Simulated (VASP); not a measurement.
# Zn (P6/mmm) in VASP: further runs

Runs on Zn. Level: LDA. Tasks: relaxation of cell and atoms.

Everything below comes from runs of VASP 6.6.1. Logs are shortened: lines on timing, memory, paths and dates and some standing lists are left out, and cuts for length are marked.

## (1) The cell of the first run

Symmetry: P6/mmm, No. 191, hexagonal system. Conventional cell: a = 2.297 Å, b = 2.297 Å, c = 2.160 Å, α = 90.00°, β = 90.00°, γ = 120.00°. Zn (site symmetry 6/mmm) has 8 Zn at 2.16 to 2.30 Å within 2.9 Å.

## (2) Relaxation of cell and atoms, LDA, target pressure 78 GPa, at which the enthalpy is minimised

Input file INCAR:

```
PREC     = Accurate       # precision mode
ENCUT    = 600            # plane-wave cutoff, eV
EDIFF    = 1E-6           # SCF threshold, eV
ISMEAR   = -1             # smearing method
SIGMA    = 0.08           # smearing width, eV
LREAL    = F              # projectors in reciprocal space
LASPH    = T              # aspherical terms in the spheres
NELM     = 80             # most SCF steps
ALGO     = Normal         # electronic algorithm
ISIF     = 3              # what is computed and relaxed
LWAVE    = F              # write WAVECAR
LCHARG   = F              # write CHGCAR
IBRION   = 2              # ionic algorithm
NSW      = 60             # ionic steps
EDIFFG   = -0.005         # ionic threshold
PSTRESS  = 780.0
```

Input file KPOINTS:

```
Automatic mesh
0
Gamma
  19 19 17
```

Input file POSCAR:

```
Zn
1.0
    2.2974106889      0.0000000000      0.0000000000
   -1.1487053444      1.9896160195      0.0000000000
    0.0000000000      0.0000000000      2.1595660475
Zn
1
Direct
    0.0000000000      0.0000000000      0.0000000000
```

Potentials or basis: VASP PAW LDA potentials, release 64 (Zn).

Launch:

```bash
> cat potpaw_LDA.64/Zn/POTCAR > POTCAR
> mpirun -np 1 vasp_std > vasp.out
```

OUTCAR:

```text
PREC = Accurate
   ENCUT = 600
   EDIFF = 1E-6
   ISMEAR = -1
   LREAL = F
   LASPH = T
   NELM = 80
   ISIF = 3
   IBRION = 2
   NSW = 60
   EDIFFG = -0.005
   PSTRESS = 780.0

 ion  position               nearest neighbor table
   1  0.000  0.000  0.000-

  LATTYP: Found a hexagonal cell.
 ALAT       =     2.2974106889
 C/A-ratio  =     0.9400000000

  Lattice vectors:

 A1 = (   2.2974106889,   0.0000000000,   0.0000000000)
 A2 = (  -1.1487053444,   1.9896160195,   0.0000000000)
 A3 = (   0.0000000000,   0.0000000000,   2.1595660475)

Analysis of symmetry for initial positions (statically):
=====================================================================
 Subroutine PRICEL returns:
 Original cell was already a primitive cell.

 Routine SETGRP: Setting up the symmetry group for a
 hexagonal supercell.

 Subroutine GETGRP returns: Found 24 space group operations
 (whereof 24 operations were pure point group operations)
 out of a pool of 24 trial point group operations.

The static configuration has the point symmetry D_6h.

Analysis of symmetry for dynamics (positions and initial velocities):
=====================================================================
 Subroutine PRICEL returns:
 Original cell was already a primitive cell.

 Routine SETGRP: Setting up the symmetry group for a
 hexagonal supercell.

 Subroutine GETGRP returns: Found 24 space group operations
 (whereof 24 operations were pure point group operations)
 out of a pool of 24 trial point group operations.

The dynamic configuration has the point symmetry D_6h.

 Subroutine INISYM returns: Found 24 space group operations
 (whereof 24 operations are pure point group operations),
 and found     1 'primitive' translations

----------------------------------------------------------------------------------------

                                     Primitive cell

  volume of cell :       9.8713

  direct lattice vectors                    reciprocal lattice vectors
     2.297410689  0.000000000  0.000000000     0.435272633  0.251304772  0.000000000
    -1.148705344  1.989616020  0.000000000     0.000000000  0.502609544  0.000000000
     0.000000000  0.000000000  2.159566047     0.000000000  0.000000000  0.463055993

  length of vectors
     2.297410689  2.297410689  2.159566047     0.502609544  0.502609544  0.463055993

  position of ions in fractional coordinates (direct lattice)
     0.000000000  0.000000000  0.000000000

  ion indices of the primitive-cell ions
   primitive index   ion index
                 1           1

----------------------------------------------------------------------------------------

 KPOINTS: Automatic mesh

Automatic generation of k-mesh.
 Grid dimensions read from file:
 generate k-points for:   19   19   17

 Generating k-lattice:

  Cartesian coordinates                     Fractional coordinates (reciprocal lattice)
     0.022909086  0.013226567  0.000000000     0.052631579  0.000000000  0.000000000
     0.000000000  0.026453134  0.000000000     0.000000000  0.052631579  0.000000000
     0.000000000  0.000000000  0.027238588     0.000000000  0.000000000  0.058823529

  Length of vectors
     0.026453134  0.026453134  0.027238588

  Shift w.r.t. Gamma in fractional coordinates (k-lattice)
     0.000000000  0.000000000  0.000000000

 Subroutine IBZKPT returns following result:
 ===========================================

 Found    360 irreducible k-points:

 Following reciprocal coordinates:
            Coordinates               Weight
  0.000000  0.000000  0.000000      1.000000
  0.052632 -0.000000  0.000000      6.000000
  0.105263 -0.000000  0.000000      6.000000
  0.157895 -0.000000  0.000000      6.000000
  0.210526 -0.000000  0.000000      6.000000
  0.263158  0.000000  0.000000      6.000000
[... 16 lines left out ...]
  0.263158  0.105263  0.000000     12.000000
  0.315789  0.105263  0.000000     12.000000
 [... further k-points ...]
   k-points           NKPTS =    360   k-points in BZ     NKDIM =    360   number of bands    NBANDS=     10
   number of dos      NEDOS =    301   number of ions     NIONS =      1
   total plane-waves  NPLWV =   5832
   dimension x,y,z NGX =    18 NGY =   18 NGZ =   18
   dimension x,y,z NGXF=    36 NGYF=   36 NGZF=   36
   ions per type =               1
   NGX,Y,Z   is equivalent  to a cutoff of  13.03, 13.03, 13.86 a.u.
   NGXF,Y,Z  is equivalent  to a cutoff of  26.05, 26.05, 27.71 a.u.
 SYSTEM =  unknown system
   PREC   = accura    normal or accurate (medium, high low for compatibility)
   ISTART =      0    job   : 0-new  1-cont  2-samecut
   ICHARG =      2    charge: 1-file 2-atom 10-const
   ISPIN  =      1    spin polarized calculation?
   LNONCOLLINEAR =      F non collinear calculations
   LSORBIT =      F    spin-orbit coupling
   LASPH  =      T    aspherical Exc in radial PAW
   ENCUT  =  600.0 eV  44.10 Ry    6.64 a.u.   4.59  4.59  4.31*2*pi/ulx,y,z
   NELM   =     80;   NELMIN=  2; NELMDL= -5     # of ELM steps
   EDIFF  = 0.1E-05   stopping-criterion for ELM
   LREAL  =      F    real-space projection
   EDIFFG = -.5E-02   stopping-criterion for IOM
   NSW    =     60    number of steps for IOM
   IBRION =      2    ionic relax: 0-MD 1-quasi-New 2-CG
   NFREE  =      1    steps in history (QN), initial steepest desc. (CG)
   ISIF   =      3    stress and relaxation
   ISYM   =      2    0-nonsym 1-usesym 2-fastsym
   POTIM  = 0.5000    time-step for ionic-motion
   TEBEG  =    0.0;   TEEND  =   0.0 temperature during run
   PSTRESS=  780.0 pullay stress
   NELECT =      12.0000    total number of electrons
   NUPDOWN=      -1.0000    fix difference up-down
   EMIN   =  10.00;   EMAX   =-10.00  energy-range for DOS
   EFERMI =   0.00;   METHOD = LEGACY
   ISMEAR =    -1;   SIGMA  =   0.08  broadening in eV -4-tet -1-fermi 0-gaus
   EFERMI_NEDOS =   21; number of points for ismear=-14 and -15
   IALGO  =     38    algorithm
   IMIX   =      4    mixing-type and parameters
     AMIX     =   0.40;   BMIX     =  1.00
     AMIX_MAG =   1.60;   BMIX_MAG =  1.00
  volume/ion in A,a.u.               =       9.87        66.61
  Fermi-wavevector in a.u.,A,eV,Ry     =   1.747205  3.301738 41.534833  3.052724
  Thomas-Fermi vector in A             =   2.818550
   LORBIT       =      0    0 simple, 1 ext, 2 COOP (PROOUT), +10 PAW based schemes
   GGA     = CA    functional components
   LHFCALC =     F    Hartree Fock is set to
   AEXX    =    0.0000 exact exchange contribution
   IVDW    =     0    specifies the selected vdW correction
   LEPSILON=     F    determine dielectric tensor
   LRPA    =     F    only Hartree local field effects (RPA)
 conjugate gradient relaxation of ions
 non-spin polarized calculation
  energy-cutoff  :      600.00
  volume of cell :        9.87
 maximum number of plane-waves:       340
   NGX =  9   NGY =  9   NGZ =  9

--------------------------------------- Ionic step        1  -------------------------------------------

 number of electron      12.0000009 magnetization

 Free energy of the ion-electron system (eV)
  ---------------------------------------------------
  ext. energy  EPLUGINS =         0.00000000
  ---------------------------------------------------
  free energy    TOTEN  =        -0.58871494 eV

  energy without entropy =       -0.58356571  energy(sigma->0) =       -0.58614032

------------------------ aborting loop because EDIFF is reached ----------------------------------------

  FORCE on cell =-STRESS in cart. coord.  units (eV):
  Direction    XX          YY          ZZ          XY          YZ          ZX
  --------------------------------------------------------------------------------------
  -------------------------------------------------------------------------------------
  Total        5.2944752      5.2944752      7.7537485      0.0000000      0.0000000      0.0000000
  in kB      859.3282718    859.3282718   1258.4845680      0.0000000      0.0000000      0.0000000
  external PRESSURE =     212.3803705 kB  Pullay stress =     780.0000000 kB
[... 22 lines left out ...]
  enthalpy is  TOTEN    =         4.2170045558 eV   P V=        4.8057194915

--------------------------------------- Ionic step        2  -------------------------------------------

 number of electron      11.9999975 magnetization

 E-fermi :   5.0354     XC(G=0): -13.2397

 val. band max:        5.0288339698   @ k =   0.3684   0.1053   0.4706
 cond. band min:       5.0470340890   @ k =   0.4211   0.1579   0.0588
 fundamental gap:      0.0182001192
 Fermi energy:         5.0353650185

 k-point     1 :       0.0000    0.0000    0.0000
  band No.  band energies     occupation
      1      -7.7062      2.00000
      2      -4.8412      2.00000
      3      -3.8126      2.00000
      4      -3.8126      2.00000
      5      -2.6783      2.00000
      6      -2.6783      2.00000
      7      16.4125      0.00000
      8      21.3805      0.00000
      9      27.8284      0.00000
     10      28.4364      0.00000
[... 364 lines left out ...]
  FREE ENERGIE OF THE ION-ELECTRON SYSTEM (eV)
  ---------------------------------------------------
  free  energy   TOTEN  =        -0.9937690886 eV

  energy  without entropy=       -0.9890686364  energy(sigma->0) =       -0.99141886

  enthalpy is  TOTEN    =         4.1455608000 eV   P V=        5.1393298887

[... ionic steps 4 to 17 ...]

--------------------------------------- Ionic step       18  -------------------------------------------

 number of electron      12.0000000 magnetization

------------------------ aborting loop because EDIFF is reached ----------------------------------------

  FORCE on cell =-STRESS in cart. coord.  units (eV):
  Direction    XX          YY          ZZ          XY          YZ          ZX
  --------------------------------------------------------------------------------------
  -------------------------------------------------------------------------------------
  Total        5.0416320      5.0416320      5.0494136      0.0000000     -0.0000000     -0.0000000
  in kB      779.7091438    779.7091437    780.9126003      0.0000000     -0.0000000     -0.0000000
  external PRESSURE =       0.1102960 kB  Pullay stress =     780.0000000 kB
[... 59 lines left out ...]
  enthalpy is  TOTEN    =         4.1316944273 eV   P V=        5.0435557761

--------------------------------------- Ionic step       20  -------------------------------------------

 number of electron      11.9999999 magnetization

 Free energy of the ion-electron system (eV)
  ---------------------------------------------------
  ext. energy  EPLUGINS =         0.00000000
  ---------------------------------------------------
  free energy    TOTEN  =        -0.91166271 eV

  energy without entropy =       -0.90604639  energy(sigma->0) =       -0.90885455

 E-fermi :   6.5144     XC(G=0): -14.0426

 val. band max:        6.4827740053   @ k =   0.4737  -0.0000   0.1176
 cond. band min:       6.5189084002   @ k =   0.4211   0.1053   0.0588
 fundamental gap:      0.0361343948
 Fermi energy:         6.5143866964

 k-point     1 :       0.0000    0.0000    0.0000
  band No.  band energies     occupation
      1      -7.6785      2.00000
      2      -4.3844      2.00000
      3      -3.0254      2.00000
      4      -3.0254      2.00000
      5      -1.6139      2.00000
      6      -1.6139      2.00000
      7      20.2040      0.00000
      8      25.4229      0.00000
      9      29.6190      0.00000
     10      31.0143      0.00000
[... 327 lines left out ...]
  FREE ENERGIE OF THE ION-ELECTRON SYSTEM (eV)
  ---------------------------------------------------
  free  energy   TOTEN  =        -0.9116627080 eV

  energy  without entropy=       -0.9060463902  energy(sigma->0) =       -0.90885455

  enthalpy is  TOTEN    =         4.1316935693 eV   P V=        5.0433562773

 reached required accuracy - stopping structural energy minimisation
```

It took 2 min on 1 thread of Intel Xeon 6975P-C (Granite Rapids), shared host; peak memory 0.17 GiB.

Results:

```
Free energy                                            : -0.9117 eV
Relaxed volume                                         : 10.36 Å³/atom
Relaxed cell                                           : a = 2.280 Å, b = 2.280 Å, c = 2.300 Å, α = 90.00°, β = 90.00°, γ = 120.00°
Space group after relaxing (to 0.05 Å)                 : P6/mmm (No. 191)
Energy change on relaxing (the enthalpy is what falls) : -322.9 meV/atom
Ionic steps                                            : 20
Pressure after relaxing                                : 78.0 GPa
Band gap on the k mesh                                 : zero (band 6 reaches 11.05 eV, above the bottom of band 7 at 2.99 eV)
```

The path:
| step | energy change (eV) | largest force (eV/Å) | pressure (GPa) | volume (Å³) |
| --- | --- | --- | --- | --- |
| 1 | 0.0000 | 0.0000 | 99.24 | 9.87 |
| 2 | -0.8232 | 0.0000 | 37.60 | 11.81 |
| 3 | -0.4051 | 0.0000 | 69.90 | 10.56 |
| 4 | -0.3860 | 0.0000 | 71.53 | 10.52 |
| 5 | -0.2249 | 0.0000 | 86.66 | 10.18 |
| 6 | -0.3137 | 0.0000 | 78.72 | 10.34 |
| 7 | -0.3154 | 0.0000 | 78.49 | 10.34 |
| 8 | -0.3324 | 0.0000 | 77.15 | 10.38 |
| 9 | -0.3246 | 0.0000 | 77.87 | 10.36 |
| 10 | -0.3247 | 0.0000 | 77.71 | 10.36 |
| 11 | -0.3150 | 0.0000 | 78.65 | 10.34 |
| 12 | -0.3216 | 0.0000 | 78.04 | 10.36 |
| 13 | -0.3215 | 0.0000 | 78.13 | 10.36 |
| 14 | -0.3252 | 0.0000 | 77.77 | 10.36 |
| 15 | -0.3233 | 0.0000 | 77.91 | 10.36 |
| 16 | -0.3230 | 0.0000 | 78.13 | 10.36 |
| 17 | -0.3232 | 0.0000 | 77.84 | 10.36 |
| 18 | -0.3231 | 0.0000 | 78.01 | 10.36 |
| 19 | -0.3231 | 0.0000 | 77.93 | 10.36 |
| 20 | -0.3229 | 0.0000 | 77.99 | 10.36 |

Final structure:
```
CELL_PARAMETERS angstrom
2.28033 0.00000 0.00000
-1.14017 1.97482 0.00000
0.00000 0.00000 2.30043
ATOMIC_POSITIONS crystal
Zn 0.00000 0.00000 0.00000
```

Levels at points of the mesh, in eV from the Fermi level:
```tsv
k point	band 3	band 4	band 5	band 6	band 7	band 8	band 9	band 10
(0.00, 0.00, 0.00)	-9.54	-9.54	-8.13	-8.13	13.69	18.91	23.10	24.50
```

Caveat: the cell is relaxed towards a set pressure, so the enthalpy falls and the energy may rise.

(Continued in part 2 of 2.)
